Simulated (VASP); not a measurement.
# Sn (Fm-3m) in VASP: a series of runs

Runs on Sn. Level: r2SCAN. Tasks: single point.

All numbers are computed with VASP 6.6.1; they aren't measurements. Logs are shortened: lines on timing, memory, paths and dates and some standing lists are left out, and cuts for length are marked.

**1. The cell of the first run**

The structure is cubic, space group Fm-3m (No. 225). Conventional cell: a = 4.781 Å, b = 4.781 Å, c = 4.781 Å, α = 90.00°, β = 90.00°, γ = 90.00°. Sn (site symmetry m-3m) has 12 Sn at 3.38 Å within 4.4 Å.

This isn't the form of Sn at room conditions, which is tetragonal (white tin).

**2. Single point, r2SCAN (27.33 Å³/atom)**

File POSCAR:

```
Sn
1.0
    0.0000000000      2.3907108262      2.3907108262
    2.3907108262      0.0000000000      2.3907108262
    2.3907108262      2.3907108262      0.0000000000
Sn
1
Direct
    0.0000000000      0.0000000000      0.0000000000
```

File INCAR.step1:

```
SYSTEM = Sn
  PREC = Accurate
  ENCUT = 520
  ISMEAR = -1
  SIGMA = 0.1
  LREAL = .FALSE.
  LASPH = .TRUE.
  NELM = 80
  NBANDS = 13
  GGA = PE
  ALGO = Normal
  EDIFF = 1E-4
  LWAVE = .TRUE.
  LCHARG = .FALSE.
```

File INCAR.step2:

```
SYSTEM = Sn
  PREC = Accurate
  ENCUT = 520
  EDIFF = 1E-6
  ISMEAR = -1
  SIGMA = 0.1
  LREAL = .FALSE.
  LASPH = .TRUE.
  NELM = 80
  ALGO = Normal
  ISIF = 2
  LWAVE = .FALSE.
  LCHARG = .FALSE.
  METAGGA = R2SCAN
  LMIXTAU = .TRUE.
  NBANDS = 13
  ISTART = 1
```

File KPOINTS:

```
Automatic mesh
0
G
  13 13 13
  0 0 0
```

Potentials or basis: VASP PAW PBE potentials, release 64 (Sn_d).

Launch:

```bash
$ cat potpaw_PBE.64/Sn_d/POTCAR > POTCAR
$ cp INCAR.step1 INCAR
$ mpirun -np 1 vasp_std > vasp.out
$ cp INCAR.step2 INCAR
$ mpirun -np 1 vasp_std > vasp.out
```

OUTCAR:

```text
SYSTEM = Sn
   PREC = Accurate
   ENCUT = 520
   EDIFF = 1E-6
   ISMEAR = -1
   LREAL = .FALSE.
   LASPH = .TRUE.
   NELM = 80
   ISIF = 2
   METAGGA = R2SCAN
   ISTART = 1

 ion  position               nearest neighbor table
   1  0.000  0.000  0.000-

  LATTYP: Found a face centered cubic cell.
 ALAT       =     4.7814216524

  Lattice vectors:

 A1 = (   0.0000000000,   2.3907108262,   2.3907108262)
 A2 = (   2.3907108262,   0.0000000000,   2.3907108262)
 A3 = (   2.3907108262,   2.3907108262,   0.0000000000)

Analysis of symmetry for initial positions (statically):
=====================================================================
 Subroutine PRICEL returns:
 Original cell was already a primitive cell.

 Routine SETGRP: Setting up the symmetry group for a
 face centered cubic supercell.

 Subroutine GETGRP returns: Found 48 space group operations
 (whereof 48 operations were pure point group operations)
 out of a pool of 48 trial point group operations.

The static configuration has the point symmetry O_h .

Analysis of symmetry for dynamics (positions and initial velocities):
=====================================================================
 Subroutine PRICEL returns:
 Original cell was already a primitive cell.

 Routine SETGRP: Setting up the symmetry group for a
 face centered cubic supercell.

 Subroutine GETGRP returns: Found 48 space group operations
 (whereof 48 operations were pure point group operations)
 out of a pool of 48 trial point group operations.

The dynamic configuration has the point symmetry O_h .

 Subroutine INISYM returns: Found 48 space group operations
 (whereof 48 operations are pure point group operations),
 and found     1 'primitive' translations

----------------------------------------------------------------------------------------

                                     Primitive cell

  volume of cell :      27.3282

  direct lattice vectors                    reciprocal lattice vectors
     0.000000000  2.390710826  2.390710826    -0.209142818  0.209142818  0.209142818
     2.390710826  0.000000000  2.390710826     0.209142818 -0.209142818  0.209142818
     2.390710826  2.390710826  0.000000000     0.209142818  0.209142818 -0.209142818

  length of vectors
     3.380975674  3.380975674  3.380975674     0.362245987  0.362245987  0.362245987

  position of ions in fractional coordinates (direct lattice)
[... 83 lines left out ...]
   ISIF   =      2    stress and relaxation
   ISYM   =      2    0-nonsym 1-usesym 2-fastsym
   POTIM  = 0.5000    time-step for ionic-motion
   TEBEG  =    0.0;   TEEND  =   0.0 temperature during run
   PSTRESS=    0.0 pullay stress
   NELECT =      14.0000    total number of electrons
   NUPDOWN=      -1.0000    fix difference up-down
   EMIN   =  10.00;   EMAX   =-10.00  energy-range for DOS
   EFERMI =   0.00;   METHOD = LEGACY
   ISMEAR =    -1;   SIGMA  =   0.10  broadening in eV -4-tet -1-fermi 0-gaus
   EFERMI_NEDOS =   21; number of points for ismear=-14 and -15
   IALGO  =     38    algorithm
   IMIX   =      4    mixing-type and parameters
     AMIX     =   0.40;   BMIX     =  1.00
     AMIX_MAG =   1.60;   BMIX_MAG =  1.00
  volume/ion in A,a.u.               =      27.33       184.42
  Fermi-wavevector in a.u.,A,eV,Ry     =   1.309927  2.475403 23.346360  1.715909
  Thomas-Fermi vector in A             =   2.440492
   LORBIT       =      0    0 simple, 1 ext, 2 COOP (PROOUT), +10 PAW based schemes
   METAGGA = R2SCAN    functional components
   LHFCALC =     F    Hartree Fock is set to
   AEXX    =    0.0000 exact exchange contribution
   IVDW    =     0    specifies the selected vdW correction
   LEPSILON=     F    determine dielectric tensor
   LRPA    =     F    only Hartree local field effects (RPA)
 non-spin polarized calculation
  energy-cutoff  :      520.00
  volume of cell :       27.33
 maximum number of plane-waves:       751
 NGX is ok and might be reduce to    28
   NGX = 13   NGY = 13   NGZ = 13

 number of electron      14.0000004 magnetization

 Free energy of the ion-electron system (eV)
  ---------------------------------------------------
  ext. energy  EPLUGINS =         0.00000000
  ---------------------------------------------------
  free energy    TOTEN  =       -24.50925231 eV

  energy without entropy =      -24.49225806  energy(sigma->0) =      -24.50075519

 E-fermi :   8.0836     XC(G=0): -11.2480

 val. band max:        8.0335623676   @ k =   0.4615   0.3077   0.1538
 cond. band min:       8.1760023541   @ k =   0.3077   0.0769   0.0000
 fundamental gap:      0.1424399865
 Fermi energy:         8.0836045138

 k-point     1 :       0.0000    0.0000    0.0000
  band No.  band energies     occupation
      1     -14.2463      2.00000
      2     -14.2463      2.00000
      3     -14.2463      2.00000
      4     -14.1641      2.00000
      5     -14.1641      2.00000
      6      -3.6622      2.00000
      7      16.1615      0.00000
      8      16.1615      0.00000
      9      16.1615      0.00000
     10      19.2849      0.00000
     11      20.3690      0.00000
     12      20.3690      0.00000
     13      20.3690      0.00000
[... 354 lines left out ...]
  band No.  band energies     occupation
      1     -14.2601      2.00000
      2     -14.2193      2.00000
      3     -14.2020      2.00000
      4     -14.1237      2.00000
      5     -14.0795      2.00000
      6       0.3641      2.00000
      7       4.9540      2.00000
      8      11.6164      0.00000
      9      12.6294      0.00000
     10      16.1595      0.00000
     11      21.4840      0.00000
     12      21.6486      0.00000
     13      23.2488      0.00000

 [... further k-points ...]

------------------------ aborting loop because EDIFF is reached ----------------------------------------

  FORCE on cell =-STRESS in cart. coord.  units (eV):
  Direction    XX          YY          ZZ          XY          YZ          ZX
  --------------------------------------------------------------------------------------
  -------------------------------------------------------------------------------------
  Total       -0.0143468     -0.0143468     -0.0143468     -0.0000000     -0.0000000      0.0000000
  in kB       -0.8411110     -0.8411110     -0.8411110     -0.0000000     -0.0000000      0.0000000
  external PRESSURE =      -0.8411110 kB  Pullay stress =       0.0000000 kB

 VOLUME and BASIS-vectors are now :
 -----------------------------------------------------------------------------
  energy-cutoff  :      520.00
  volume of cell :       27.33
      direct lattice vectors                 reciprocal lattice vectors
     0.000000000  2.390710826  2.390710826    -0.209142818  0.209142818  0.209142818
     2.390710826  0.000000000  2.390710826     0.209142818 -0.209142818  0.209142818
     2.390710826  2.390710826  0.000000000     0.209142818  0.209142818 -0.209142818

 POSITION                                       TOTAL-FORCE (eV/Angst)
 -----------------------------------------------------------------------------------
      0.00000      0.00000      0.00000         0.000000      0.000000      0.000000
 -----------------------------------------------------------------------------------
    total drift:                               -0.000000     -0.000000     -0.000000

  FREE ENERGIE OF THE ION-ELECTRON SYSTEM (eV)
  ---------------------------------------------------
  free  energy   TOTEN  =       -24.5092523103 eV

  energy  without entropy=      -24.4922580623  energy(sigma->0) =      -24.50075519
```

OUTCAR.step1:

```text
SYSTEM = Sn
   PREC = Accurate
   ENCUT = 520
   ISMEAR = -1
   LREAL = .FALSE.
   LASPH = .TRUE.
[... 601 lines left out ...]
 -----------------------------------------------------------------------------------
      0.00000      0.00000      0.00000        -0.000000     -0.000000     -0.000000
 -----------------------------------------------------------------------------------
    total drift:                               -0.000000     -0.000000     -0.000000

  FREE ENERGIE OF THE ION-ELECTRON SYSTEM (eV)
  ---------------------------------------------------
  free  energy   TOTEN  =        -3.7894603067 eV

  energy  without entropy=       -3.7716408423  energy(sigma->0) =       -3.78055057
```

Run time: 50 s. Hardware: 1 thread of Intel Xeon 6975P-C (Granite Rapids), shared host; peak memory 0.17 GiB.

Results:

```
Free energy            : -24.5093 eV
Pressure               : -0.1 GPa
Band gap on the k mesh : zero (bands 7 and 8 overlap by 10.14 eV)
```

Caveat: the PAW data sets were made with another functional, which shifts forces and pressure a little; spin-orbit coupling is left out, which moves the levels of the heavy elements.

**3. Single point, r2SCAN (28.42 Å³/atom)**

This run uses another cell than the first one, of 28.42 Å³/atom.

File POSCAR:

```
Sn
1.0
    0.0000000000      2.4221711554      2.4221711554
    2.4221711554      0.0000000000      2.4221711554
    2.4221711554      2.4221711554      0.0000000000
Sn
1
Direct
    0.0000000000      0.0000000000      0.0000000000
```

File INCAR.step1:

```
SYSTEM = Sn
PREC = Accurate ; ENCUT = 520
ISMEAR = -1 ; SIGMA = 0.1
LREAL = .FALSE. ; LASPH = .TRUE.
NELM = 100 ; NBANDS = 13
GGA = PE ; ALGO = Normal
EDIFF = 1E-4 ; LWAVE = .TRUE.
LCHARG = .FALSE.
```

File INCAR.step2:

```
SYSTEM = Sn
PREC = Accurate ; ENCUT = 520
EDIFF = 1E-6 ; ISMEAR = -1
SIGMA = 0.1 ; LREAL = .FALSE.
LASPH = .TRUE. ; NELM = 100
ALGO = Normal ; ISIF = 2
LWAVE = .FALSE. ; LCHARG = .FALSE.
METAGGA = R2SCAN ; LMIXTAU = .TRUE.
NBANDS = 13 ; ISTART = 1
```

File KPOINTS:

```
regular mesh
0
G
  13 13 13
  0 0 0
```

Potentials or basis: VASP PAW PBE potentials, release 64 (Sn_d).

Launch:

```bash
$ cat potpaw_PBE.64/Sn_d/POTCAR > POTCAR
$ cp INCAR.step1 INCAR
$ mpirun -np 1 vasp_std > vasp.out
$ cp INCAR.step2 INCAR
$ mpirun -np 1 vasp_std > vasp.out
```

Run time: 55 s. Hardware: 1 thread of Intel Xeon 6975P-C (Granite Rapids), shared host; peak memory 0.17 GiB.

It converged, with:

```yaml
Free_energy: -24.5031 eV
Pressure: -1.9 GPa
Band_gap_on_the_k_mesh: zero (bands 7 and 8 overlap by 9.72 eV)
```

Levels at points of the mesh, in eV from the Fermi level:
```
           k point  band 5  band 6  band 7  band 8  band 9  band 10
(0.00, 0.00, 0.00)  -22.23  -11.44    7.74    7.74    7.74    11.17
```

Caveat: the PAW data sets were made with another functional, which shifts forces and pressure a little; spin-orbit coupling is left out, which moves the levels of the heavy elements.

The gap in the log of VASP goes by the Fermi energy; the results here count the filled bands.